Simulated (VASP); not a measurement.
# HfB (Fm-3m) in VASP: single point with PBE

Aim: the single point of HfB with PBE.

Program: VASP 6.6.1. These are calculated values, not measurements. Logs are shortened: lines on timing, memory, paths and dates and some standing lists are left out, and cuts for length are marked.

### 1 The cell of the first run

Symmetry: Fm-3m, No. 225, cubic system. Conventional cell: a = 4.620 Å, b = 4.620 Å, c = 4.620 Å, α = 90.00°, β = 90.00°, γ = 90.00°. Hf (site symmetry m-3m) has 6 B at 2.31 Å within 3.1 Å. Within 3.1 Å of B (site symmetry m-3m) lie 6 Hf at 2.31 Å.

### 2 Single point, PBE

The input, INCAR:

```
ALGO = Normal
EDIFF = 1E-6
ENCUT = 520
GGA = PE
ISIF = 2
ISMEAR = 0
LASPH = True
LCHARG = False
LREAL = False
LWAVE = False
NBANDS = 14
NELM = 80
PREC = Accurate
SIGMA = 0.05
```

The input, KPOINTS:

```
k-points
0
Gamma
  14 14 14
```

The input, POSCAR:

```
HfB
1.0
    0.0000000000      2.3100000000      2.3100000000
    2.3100000000      0.0000000000      2.3100000000
    2.3100000000      2.3100000000      0.0000000000
Hf B
1 1
Direct
    0.5000000000      0.5000000000      0.5000000000
    0.0000000000      0.0000000000      0.0000000000
```

Potentials or basis: VASP PAW PBE potentials, release 64 (Hf_pv, B).

Run with:

```sh
> cat potpaw_PBE.64/Hf_pv/POTCAR potpaw_PBE.64/B/POTCAR > POTCAR
> mpirun -np 1 vasp_std > vasp.out
```

OUTCAR:

```text
EDIFF = 1E-6
   ENCUT = 520
   GGA = PE
   ISIF = 2
   ISMEAR = 0
   LASPH = True
   LREAL = False
   NELM = 80
   PREC = Accurate

 ion  position               nearest neighbor table
   1  0.500  0.500  0.500-   2 2.31   2 2.31   2 2.31   2 2.31   2 2.31   2 2.31
   2  0.000  0.000  0.000-   1 2.31   1 2.31   1 2.31   1 2.31   1 2.31   1 2.31

  LATTYP: Found a face centered cubic cell.
 ALAT       =     4.6200000000

  Lattice vectors:

 A1 = (   0.0000000000,   2.3100000000,   2.3100000000)
 A2 = (   2.3100000000,   0.0000000000,   2.3100000000)
 A3 = (   2.3100000000,   2.3100000000,   0.0000000000)

Analysis of symmetry for initial positions (statically):
=====================================================================
 Subroutine PRICEL returns:
 Original cell was already a primitive cell.

 Routine SETGRP: Setting up the symmetry group for a
 face centered cubic supercell.

 Subroutine GETGRP returns: Found 48 space group operations
 (whereof 48 operations were pure point group operations)
 out of a pool of 48 trial point group operations.

The static configuration has the point symmetry O_h .

Analysis of symmetry for dynamics (positions and initial velocities):
=====================================================================
 Subroutine PRICEL returns:
 Original cell was already a primitive cell.

 Routine SETGRP: Setting up the symmetry group for a
 face centered cubic supercell.

 Subroutine GETGRP returns: Found 48 space group operations
 (whereof 48 operations were pure point group operations)
 out of a pool of 48 trial point group operations.

The dynamic configuration has the point symmetry O_h .

 Subroutine INISYM returns: Found 48 space group operations
 (whereof 48 operations are pure point group operations),
 and found     1 'primitive' translations

----------------------------------------------------------------------------------------

                                     Primitive cell

  volume of cell :      24.6528

  direct lattice vectors                    reciprocal lattice vectors
     0.000000000  2.310000000  2.310000000    -0.216450216  0.216450216  0.216450216
     2.310000000  0.000000000  2.310000000     0.216450216 -0.216450216  0.216450216
     2.310000000  2.310000000  0.000000000     0.216450216  0.216450216 -0.216450216

  length of vectors
     3.266833329  3.266833329  3.266833329     0.374902772  0.374902772  0.374902772

  position of ions in fractional coordinates (direct lattice)
     0.500000000  0.500000000  0.500000000
     0.000000000  0.000000000  0.000000000

  ion indices of the primitive-cell ions
   primitive index   ion index
                 1           1
[... 87 lines left out ...]
   EFERMI =   0.00;   METHOD = LEGACY
   ISMEAR =     0;   SIGMA  =   0.05  broadening in eV -4-tet -1-fermi 0-gaus
   EFERMI_NEDOS =   21; number of points for ismear=-14 and -15
   IALGO  =     38    algorithm
   IMIX   =      4    mixing-type and parameters
     AMIX     =   0.40;   BMIX     =  1.00
     AMIX_MAG =   1.60;   BMIX_MAG =  1.00
  volume/ion in A,a.u.               =      12.33        83.18
  Fermi-wavevector in a.u.,A,eV,Ry     =   1.322617  2.499383 23.800871  1.749315
  Thomas-Fermi vector in A             =   2.452285
   LORBIT       =      0    0 simple, 1 ext, 2 COOP (PROOUT), +10 PAW based schemes
   GGA     = PE    functional components
   LHFCALC =     F    Hartree Fock is set to
   AEXX    =    0.0000 exact exchange contribution
   IVDW    =     0    specifies the selected vdW correction
   LEPSILON=     F    determine dielectric tensor
   LRPA    =     F    only Hartree local field effects (RPA)
 non-spin polarized calculation
 Gauss-broadening in eV      SIGMA  =   0.05
  energy-cutoff  :      520.00
  volume of cell :       24.65
 maximum number of plane-waves:       675
   NGX = 13   NGY = 13   NGZ = 13

 number of electron      13.0000002 magnetization

 Free energy of the ion-electron system (eV)
  ---------------------------------------------------
  ext. energy  EPLUGINS =         0.00000000
  ---------------------------------------------------
  free energy    TOTEN  =       -17.14975890 eV

  energy without entropy =      -17.14850085  energy(sigma->0) =      -17.14912987

 E-fermi :   5.1325     XC(G=0): -12.3030

 val. band max:        5.1315252558   @ k =  -0.1429   0.1429   0.0000
 cond. band min:       5.1541727263   @ k =   0.3571   0.1429   0.0000
 fundamental gap:      0.0226474705
 Fermi energy:         5.1324535272

 k-point     1 :       0.0000    0.0000    0.0000
  band No.  band energies     occupation
      1     -23.1699      2.00000
      2     -23.1699      2.00000
      3     -23.1699      2.00000
      4      -4.4480      2.00000
      5       7.3280      0.00000
      6       7.3280      0.00000
      7       7.3280      0.00000
      8       9.0826      0.00000
      9       9.0826      0.00000
     10       9.0826      0.00000
     11       9.3542      0.00000
     12       9.3542      0.00000
     13      16.8025      0.00000
     14      18.1373      0.00000
[... 377 lines left out ...]
      1     -23.5377      2.00000
      2     -23.2645      2.00000
      3     -23.2526      2.00000
      4      -2.5521      2.00000
      5       3.6143      2.00000
      6       4.9125      2.00000
      7       5.8134      0.00000
      8       7.6811      0.00000
      9      10.2677      0.00000
     10      11.5458      0.00000
     11      13.2260      0.00000
     12      16.0405      0.00000
     13      19.3999      0.00000
     14      20.3041      0.00000

 [... further k-points ...]

------------------------ aborting loop because EDIFF is reached ----------------------------------------

  FORCE on cell =-STRESS in cart. coord.  units (eV):
  Direction    XX          YY          ZZ          XY          YZ          ZX
  --------------------------------------------------------------------------------------
  -------------------------------------------------------------------------------------
  Total        4.7041247      4.7041247      4.7041247      0.0000000     -0.0000000      0.0000000
  in kB      305.7197357    305.7197357    305.7197357      0.0000000     -0.0000000      0.0000000
  external PRESSURE =     305.7197357 kB  Pullay stress =       0.0000000 kB

 VOLUME and BASIS-vectors are now :
 -----------------------------------------------------------------------------
  energy-cutoff  :      520.00
  volume of cell :       24.65
      direct lattice vectors                 reciprocal lattice vectors
     0.000000000  2.310000000  2.310000000    -0.216450216  0.216450216  0.216450216
     2.310000000  0.000000000  2.310000000     0.216450216 -0.216450216  0.216450216
     2.310000000  2.310000000  0.000000000     0.216450216  0.216450216 -0.216450216

 POSITION                                       TOTAL-FORCE (eV/Angst)
 -----------------------------------------------------------------------------------
      2.31000      2.31000      2.31000         0.000000      0.000000     -0.000000
      0.00000      0.00000      0.00000        -0.000000     -0.000000      0.000000
 -----------------------------------------------------------------------------------
    total drift:                                0.000000     -0.000000      0.000000

  FREE ENERGIE OF THE ION-ELECTRON SYSTEM (eV)
  ---------------------------------------------------
  free  energy   TOTEN  =       -17.1497589044 eV

  energy  without entropy=      -17.1485008451  energy(sigma->0) =      -17.14912987
```

stdout:

```text
POSCAR found type information on POSCAR HfB
 POSCAR found :  2 types and       2 ions
 scaLAPACK will be used
 LDA part: xc-table for (Slater+PW92), standard interpolation
 POSCAR, INCAR and KPOINTS ok, starting setup
 FFT: planning ... GRIDC
 FFT: planning ... GRID_SOFT
 FFT: planning ... GRID
 WAVECAR not read
 entering main loop
```

Wall time 21 s (1 thread of Intel Xeon 8259CL, shared host); peak memory 0.17 GiB.

What came out:

| Property | Result |
| --- | --- |
| Free energy | -17.1498 eV |
| Pressure | 30.6 GPa |
| Band gap on the k mesh | zero (an odd number of electrons rules out a gap without spin polarisation) |

Levels at points of the mesh, in eV from the Fermi level:
| k point | band 4 | band 5 | band 6 | band 7 | band 8 | band 9 | band 10 | band 11 |
| --- | --- | --- | --- | --- | --- | --- | --- | --- |
| (0.00, 0.00, 0.00) | -9.58 | 2.20 | 2.20 | 2.20 | 3.95 | 3.95 | 3.95 | 4.22 |
| (0.50, 0.00, 0.00) | -5.03 | -4.07 | -1.38 | -1.38 | 6.54 | 6.54 | 7.59 | 8.45 |
| (0.50, 0.50, 0.00) | -6.74 | -1.11 | -0.91 | 2.37 | 2.37 | 6.25 | 7.91 | 7.91 |

Caveat: the cell stands under pressure; spin-orbit coupling is left out, which moves the levels of the heavy elements.
